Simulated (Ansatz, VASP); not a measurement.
## One calculation of RbCl, two programs

The input INCAR:

```
SYSTEM = RbCl
ALGO = Normal
EDIFF = 1E-6
ENCUT = 500
GGA = PE
GGA_COMPAT = .FALSE.
ISIF = 2
ISMEAR = 0
LASPH = .TRUE.
LCHARG = .TRUE.
LELF = .TRUE.
LREAL = .FALSE.
LVHAR = .TRUE.
LWAVE = .FALSE.
NBANDS = 15
NELM = 120
PREC = Accurate
SIGMA = 0.01
```

The input KPOINTS:

```
k-points
0
G
  4 4 4
  0 0 0
```

The input POSCAR:

```
RbCl
1.0
    0.0000000000      3.3058128186      3.3058128186
    3.3058128186      0.0000000000      3.3058128186
    3.3058128186      3.3058128186      0.0000000000
Rb Cl
1 1
Direct
    0.0000000000      0.0000000000      0.0000000000
    0.5000000000      0.5000000000      0.5000000000
```

Input for Ansatz:

```yaml
crystal:
  lattice:
    - [0.0, 3.3058128186, 3.3058128186]
    - [3.3058128186, 0.0, 3.3058128186]
    - [3.3058128186, 3.3058128186, 0.0]
  atoms:
    - { symbol: Rb, position: [0.0, 0.0, 0.0] }
    - { symbol: Cl, position: [0.5, 0.5, 0.5] }
kpoints:
  mp_grid: { grid: [4, 4, 4] }
hamiltonian:
  xc: pbe
scf:
  occupations: { method: fixed }
  n_extra_bands: 4
output:
  forces: true
  stress: true
  eigenvalues: true
  write_density: true
  write_potential: true
  elf: true
  volumetric_format: npy
```

Alike in both runs: task single point; functional PBE; k mesh 4 × 4 × 4; no spin polarisation.

```csv
,VASP,Ansatz
version,VASP 6.6.1,Ansatz 0.2.0
potentials or method,"VASP PAW PBE potentials, release 64 (Rb_sv, Cl)","plane waves, PAW"
plane-wave cutoff (eV),500,420
occupations,"gaussian, width 0.01 eV",fixed
valence electrons in the cell,16,16
```

```csv
,VASP,Ansatz,Ansatz less VASP
gap on the k mesh at the Fermi level (eV),4.95,4.96,+0.003
pressure (GPa),0.6,0.6,0.00
```
